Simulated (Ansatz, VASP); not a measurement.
**Sn: VASP beside Ansatz**

```
CELL_PARAMETERS angstrom
3.37728 0.00000 0.00000
-1.68864 2.92481 0.00000
0.00000 0.00000 5.61502
ATOMIC_POSITIONS crystal
Sn 0.33333 0.66667 0.25000
Sn 0.66667 0.33333 0.75000
```

Alike in both runs: functional PBE; k mesh 11 × 11 × 6; occupations fermi-dirac, width 0.1 eV; no spin polarisation.

Ansatz relaxed the structure, and its values are those at the end. VASP's run is a single point on that final structure, the one shown.

|  | VASP | Ansatz |
| --- | --- | --- |
| version | VASP 6.6.1 | Ansatz 0.2.0 |
| potentials or method | VASP PAW PBE potentials, release 64 (Sn_d), cutoff 520 eV | plane waves (420 eV) with PAW, scalar-relativistic |
| valence electrons in the cell | 28 | 28 |

|  | VASP | Ansatz | Ansatz less VASP |
| --- | --- | --- | --- |
| pressure (GPa) | -0.1 | 0.0 | +0.07 |
